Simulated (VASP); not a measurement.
Here is a VASP 6.6.1 calculation.

Contents of INCAR:

```
PREC = Accurate
ENCUT = 600
EDIFF = 1E-6
ISMEAR = 0
SIGMA = 0.02
LREAL = F
LASPH = T
NELM = 60
ALGO = Normal
ISIF = 3
LWAVE = F
LCHARG = F
GGA = PS
IBRION = 2
NSW = 100
EDIFFG = -0.005
```

File KPOINTS:

```
Automatic mesh
0
Gamma
  10 10 10
```

Contents of POSCAR:

```
Li3TaO4
1.0
   -2.0647950000      2.0647950000      4.3589790000
    2.0647950000     -2.0647950000      4.3589790000
    2.0647950000      2.0647950000     -4.3589790000
Li Ta O
3 1 4
Direct
    0.5000000000      0.5000000000      0.0000000000
    0.2500000000      0.7500000000      0.5000000000
    0.7500000000      0.2500000000      0.5000000000
    0.0000000000      0.0000000000      0.0000000000
    0.0000000000      0.5000000000      0.5000000000
    0.7778590000      0.7778590000      0.0000000000
    0.5000000000      0.0000000000      0.5000000000
    0.2221410000      0.2221410000      0.0000000000
```

Potentials or basis: VASP PAW PBE potentials, release 64 (Li_sv, Ta_pv, O).

The run is started by

```sh
$ cat potpaw_PBE.64/Li_sv/POTCAR potpaw_PBE.64/Ta_pv/POTCAR potpaw_PBE.64/O/POTCAR > POTCAR
$ mpirun -np 1 vasp_std > vasp.out
```

(1) Estimate the relaxed cell.

(2) Predict the relaxed volume.

(3) What does it give for the space group after relaxing (to 0.1 Å)?

(4) Estimate the band gap on the k mesh.

## Answers

(1) a = 5.128 Å, b = 5.128 Å, c = 5.128 Å, α = 133.03°, β = 133.03°, γ = 68.60°.

(2) 8.84 Å³/atom.

(3) I4/mmm (No. 139).

(4) 1.50 eV (least direct gap 1.58 eV).

Caveat: the cutoff is under 1.25 times the usual one of these potentials, so pressure, stress and relaxed cells hold a basis-set (Pulay) error; the PAW data sets were made with another functional, which shifts forces and pressure a little; spin-orbit coupling is left out, which moves the levels of the heavy elements.
